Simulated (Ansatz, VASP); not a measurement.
Si: VASP beside Ansatz

File INCAR:

```
SYSTEM = Si
PREC = Accurate
ENCUT = 600
EDIFF = 1E-6
ISMEAR = 0
SIGMA = 0.1
LREAL = .FALSE.
LASPH = .TRUE.
NELM = 80
ALGO = Normal
ISIF = 3
LWAVE = .FALSE.
LCHARG = .FALSE.
GGA = PE
IBRION = 2
NSW = 90
EDIFFG = -0.04
```

The input KPOINTS:

```
Automatic mesh
0
G
  4 4 4
  0 0 0
```

POSCAR

```
Si
1.0
   -3.7784554300      3.7784554300      3.7784554300
    3.7784554300     -3.7784554300      3.7784554300
    3.7784554300      3.7784554300     -3.7784554300
Si
12
Direct
    0.2301970000      0.0776810100      0.6154950300
    0.8474840000      0.2698030000      0.8852980300
    0.6147019700      0.8845049700      0.9621859700
    0.4223189900      0.6525160000      0.5378140300
    0.2698030000      0.8852980300      0.8474840000
    0.8852980300      0.8474840000      0.2698030000
    0.6525160000      0.5378140300      0.4223189900
    0.6154950300      0.2301970000      0.0776810100
    0.5378140300      0.4223189900      0.6525160000
    0.8845049700      0.9621859700      0.6147019700
    0.0776810100      0.6154950300      0.2301970000
    0.9621859700      0.6147019700      0.8845049700
```

Input for Ansatz:

```yaml
crystal:
  lattice:
    - [-3.77845543, 3.77845543, 3.77845543]
    - [3.77845543, -3.77845543, 3.77845543]
    - [3.77845543, 3.77845543, -3.77845543]
  atoms:
    - { symbol: Si, position: [0.230197, 0.07768101, 0.61549503] }
    - { symbol: Si, position: [0.847484, 0.269803, 0.88529803] }
    - { symbol: Si, position: [0.61470197, 0.88450497, 0.96218597] }
    - { symbol: Si, position: [0.42231899, 0.652516, 0.53781403] }
    - { symbol: Si, position: [0.269803, 0.88529803, 0.847484] }
    - { symbol: Si, position: [0.88529803, 0.847484, 0.269803] }
    - { symbol: Si, position: [0.652516, 0.53781403, 0.42231899] }
    - { symbol: Si, position: [0.61549503, 0.230197, 0.07768101] }
    - { symbol: Si, position: [0.53781403, 0.42231899, 0.652516] }
    - { symbol: Si, position: [0.88450497, 0.96218597, 0.61470197] }
    - { symbol: Si, position: [0.07768101, 0.61549503, 0.230197] }
    - { symbol: Si, position: [0.96218597, 0.61470197, 0.88450497] }
basis:
  ecutwfc: 420
kpoints:
  mp_grid: { grid: [4, 4, 4] }
hamiltonian:
  xc: pbe
scf:
  occupations: { method: gaussian, width: 0.1 }
  lower_state_search: "off"
output:
  forces: true
  stress: true
  eigenvalues: true
relax:
  adjacent_minimum: "off"
  f_tol: 0.04
  max_steps: 70
  cell: { stress_tol: 0.4 }
```

Alike in both runs: task relaxation of cell and atoms; functional PBE; k mesh 4 × 4 × 4; occupations gaussian, width 0.1 eV; no spin polarisation.

```csv
,VASP,Ansatz
version,VASP 6.6.1,Ansatz 0.2.0
potentials or method,"VASP PAW PBE potentials, release 64 (Si), cutoff 600 eV","scalar-relativistic, plane waves, PAW"
valence electrons in the cell,48,48
```

```tsv
	VASP	Ansatz	Ansatz less VASP
gap on the k mesh at the Fermi level, each at its own relaxed structure (eV)	none	none	-
relaxed volume (Å³/atom)	20.90	20.75	-0.147
relaxed length of the cell vector where the two differ most in proportion (Å)	6.881	6.865	-0.0162
```

A gap of «none» marks a metal or a gap that the smearing closes.

Noted on VASP's run: the volume moved by over 15 % at a fixed basis, so the end points are rough.
